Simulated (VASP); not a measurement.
# Br (Immm) in VASP: notebook

Runs on Br. Level: PBE. Tasks: single point.

Program: VASP 6.6.1. These are calculated values, not measurements. Logs are shortened: lines on timing, memory, paths and dates and some standing lists are left out, and cuts for length are marked.

## (1) The cell of the first run

The structure is orthorhombic, space group Immm (No. 71). The conventional cell has a = 2.611 Å, b = 3.394 Å, c = 8.965 Å, α = 90.00°, β = 90.00°, γ = 90.00°. Within 3.4 Å of Br (site symmetry mmm) lie 4 Br at 2.61 to 3.39 Å.

## (2) Single point, PBE (uniaxial strain along c: +1.0 %)

INCAR

```
SYSTEM = Br
ALGO = Fast
EDIFF = 1E-7
ENCUT = 520
GGA = PE
ISIF = 2
ISMEAR = 0
LASPH = .TRUE.
LCHARG = .FALSE.
LREAL = .FALSE.
LWAVE = .FALSE.
NBANDS = 14
NELM = 60
PREC = Accurate
SIGMA = 0.1
```

KPOINTS

```
k-points
0
G
  16 12 6
  0 0 0
```

POSCAR

```
Br
1.0
    2.6106247580      0.0000000000      0.0000000000
    0.0000000000      3.3937376792      0.0000000000
    0.0000000000      0.0000000000      8.9654295839
Br
2
Direct
    0.0000000000      0.0000000000      0.0000000000
    0.5000000000      0.5000000000      0.5000000000
```

Potentials or basis: VASP PAW PBE potentials, release 64 (Br).

Command:

```bash
> cat potpaw_PBE.64/Br/POTCAR > POTCAR
> mpirun -np 1 vasp_std > vasp.out
```

OUTCAR:

```text
SYSTEM = Br
   EDIFF = 1E-7
   ENCUT = 520
   GGA = PE
   ISIF = 2
   ISMEAR = 0
   LASPH = .TRUE.
   LREAL = .FALSE.
   NELM = 60
   PREC = Accurate

 ion  position               nearest neighbor table
   1  0.000  0.000  0.000-
   2  0.500  0.500  0.500-

  LATTYP: Found a simple orthorhombic cell.
 ALAT       =     2.6106247580
 B/A-ratio  =     1.2999714604
 C/A-ratio  =     3.4342084424

  Lattice vectors:

 A1 = (   2.6106247580,   0.0000000000,   0.0000000000)
 A2 = (   0.0000000000,   3.3937376792,   0.0000000000)
 A3 = (   0.0000000000,   0.0000000000,   8.9654295839)

Analysis of symmetry for initial positions (statically):
=====================================================================
 Subroutine PRICEL returns following result:

  LATTYP: Found a body centered orthorhombic cell.
 ALAT       =     2.6106247580
 B/A-ratio  =     1.2999714604
 C/A-ratio  =     3.4342084424

  Lattice vectors:

 A1 = (  -1.3053123790,   1.6968688396,   4.4827147920)
 A2 = (   1.3053123790,  -1.6968688396,   4.4827147919)
 A3 = (   1.3053123790,   1.6968688396,  -4.4827147920)

   2 primitive cells build up your supercell.

 Routine SETGRP: Setting up the symmetry group for a
 simple orthorhombic supercell.

 Subroutine GETGRP returns: Found  8 space group operations
 (whereof  8 operations were pure point group operations)
 out of a pool of  8 trial point group operations.

The static configuration has the point symmetry D_2h.

Analysis of symmetry for dynamics (positions and initial velocities):
=====================================================================
 Subroutine PRICEL returns following result:

  LATTYP: Found a body centered orthorhombic cell.
 ALAT       =     2.6106247580
 B/A-ratio  =     1.2999714604
 C/A-ratio  =     3.4342084424

  Lattice vectors:

 A1 = (  -1.3053123790,   1.6968688396,   4.4827147920)
 A2 = (   1.3053123790,  -1.6968688396,   4.4827147919)
 A3 = (   1.3053123790,   1.6968688396,  -4.4827147920)

   2 primitive cells build up your supercell.
[... 106 lines left out ...]
   EDIFF  = 0.1E-06   stopping-criterion for ELM
   LREAL  =      F    real-space projection
   EDIFFG = 0.1E-05   stopping-criterion for IOM
   NSW    =      0    number of steps for IOM
   IBRION =     -1    ionic relax: 0-MD 1-quasi-New 2-CG
   NFREE  =      0    steps in history (QN), initial steepest desc. (CG)
   ISIF   =      2    stress and relaxation
   ISYM   =      2    0-nonsym 1-usesym 2-fastsym
   POTIM  = 0.5000    time-step for ionic-motion
   TEBEG  =    0.0;   TEEND  =   0.0 temperature during run
   PSTRESS=    0.0 pullay stress
   NELECT =      14.0000    total number of electrons
   NUPDOWN=      -1.0000    fix difference up-down
   EMIN   =  10.00;   EMAX   =-10.00  energy-range for DOS
   EFERMI =   0.00;   METHOD = LEGACY
   ISMEAR =     0;   SIGMA  =   0.10  broadening in eV -4-tet -1-fermi 0-gaus
   EFERMI_NEDOS =   21; number of points for ismear=-14 and -15
   IALGO  =     68    algorithm
   IMIX   =      4    mixing-type and parameters
     AMIX     =   0.40;   BMIX     =  1.00
     AMIX_MAG =   1.60;   BMIX_MAG =  1.00
  volume/ion in A,a.u.               =      39.72       268.02
  Fermi-wavevector in a.u.,A,eV,Ry     =   0.917881  1.734543 11.462976  0.842505
  Thomas-Fermi vector in A             =   2.042900
   LORBIT       =      0    0 simple, 1 ext, 2 COOP (PROOUT), +10 PAW based schemes
   GGA     = PE    functional components
   LHFCALC =     F    Hartree Fock is set to
   AEXX    =    0.0000 exact exchange contribution
   IVDW    =     0    specifies the selected vdW correction
   LEPSILON=     F    determine dielectric tensor
   LRPA    =     F    only Hartree local field effects (RPA)
 non-spin polarized calculation
 RMM-DIIS sequential band-by-band and
 Gauss-broadening in eV      SIGMA  =   0.10
  energy-cutoff  :      520.00
  volume of cell :       79.43
 maximum number of plane-waves:      2172
 NGX is ok and might be reduce to    20
   NGX =  9   NGY = 13   NGZ = 33

 number of electron      14.0000003 magnetization

 Free energy of the ion-electron system (eV)
  ---------------------------------------------------
  ext. energy  EPLUGINS =         0.00000000
  ---------------------------------------------------
  free energy    TOTEN  =        -3.03109451 eV

  energy without entropy =       -3.02027739  energy(sigma->0) =       -3.02568595

 E-fermi :  -1.2101     XC(G=0):  -7.0594

 val. band max:       -1.2346273679   @ k =   0.5000   0.5000   0.0000
 cond. band min:      -1.1982595031   @ k =   0.1875   0.2500   0.0000
 fundamental gap:      0.0363678648
 Fermi energy:        -1.2100797564

 k-point     1 :       0.0000    0.0000    0.0000
  band No.  band energies     occupation
      1     -16.7642      2.00000
      2     -16.7356      2.00000
      3      -4.2908      2.00000
      4      -3.6887      2.00000
      5      -2.2567      2.00000
      6      -2.2231      2.00000
      7       2.3636      0.00000
      8       2.3768      0.00000
      9       3.8541      0.00000
     10       6.4017      0.00000
     11       7.3285      0.00000
     12       7.4685      0.00000
     13      10.7813      0.00000
     14      11.3615      0.00000
[... 377 lines left out ...]
      1     -15.1235      2.00000
      2     -15.1032      2.00000
      3      -4.4900      2.00000
      4      -4.4739      2.00000
      5      -2.6642      2.00000
      6      -2.2683      2.00000
      7      -1.8898      2.00000
      8      -1.8743      2.00000
      9       6.4418      0.00000
     10       7.8046      0.00000
     11       9.2228      0.00000
     12       9.3008      0.00000
     13      10.0219      0.00000
     14      11.2254      0.00000

 [... further k-points ...]

------------------------ aborting loop because EDIFF is reached ----------------------------------------

  FORCE on cell =-STRESS in cart. coord.  units (eV):
  Direction    XX          YY          ZZ          XY          YZ          ZX
  --------------------------------------------------------------------------------------
  -------------------------------------------------------------------------------------
  Total       -0.2138769      0.2754784     -0.0078731      0.0000000      0.0000000      0.0000000
  in kB       -4.3140048      5.5565383     -0.1588052      0.0000000      0.0000000      0.0000000
  external PRESSURE =       0.3612428 kB  Pullay stress =       0.0000000 kB

 VOLUME and BASIS-vectors are now :
 -----------------------------------------------------------------------------
  energy-cutoff  :      520.00
  volume of cell :       79.43
      direct lattice vectors                 reciprocal lattice vectors
     2.610624758  0.000000000  0.000000000     0.383050071  0.000000000  0.000000000
     0.000000000  3.393737679  0.000000000     0.000000000  0.294660370  0.000000000
     0.000000000  0.000000000  8.965429584     0.000000000  0.000000000  0.111539552

 POSITION                                       TOTAL-FORCE (eV/Angst)
 -----------------------------------------------------------------------------------
      0.00000      0.00000      0.00000        -0.000000     -0.000000      0.000000
      1.30531      1.69687      4.48271         0.000000      0.000000     -0.000000
 -----------------------------------------------------------------------------------
    total drift:                                0.000000      0.000000      0.000000

  FREE ENERGIE OF THE ION-ELECTRON SYSTEM (eV)
  ---------------------------------------------------
  free  energy   TOTEN  =        -3.0310945148 eV

  energy  without entropy=       -3.0202773880  energy(sigma->0) =       -3.02568595
```

It took 4.6 min on 1 thread of Oxide Virtual Turin-like, shared host; peak memory 0.32 GiB.

What came out:

```
Free energy            : -3.0311 eV
Pressure               : 0.0 GPa
Band gap on the k mesh : zero (bands 7 and 8 overlap by 5.36 eV)
```

Caveat: the cell differs from its parent crystal (uniaxial strain along c: +1.0 %); this functional lacks dispersion, which binds layers or chains, so the pressure and a relaxed spacing across them are unreliable.

[end of part 1 of 2]

The gap in the log of VASP goes by the Fermi energy; the results here count the filled bands.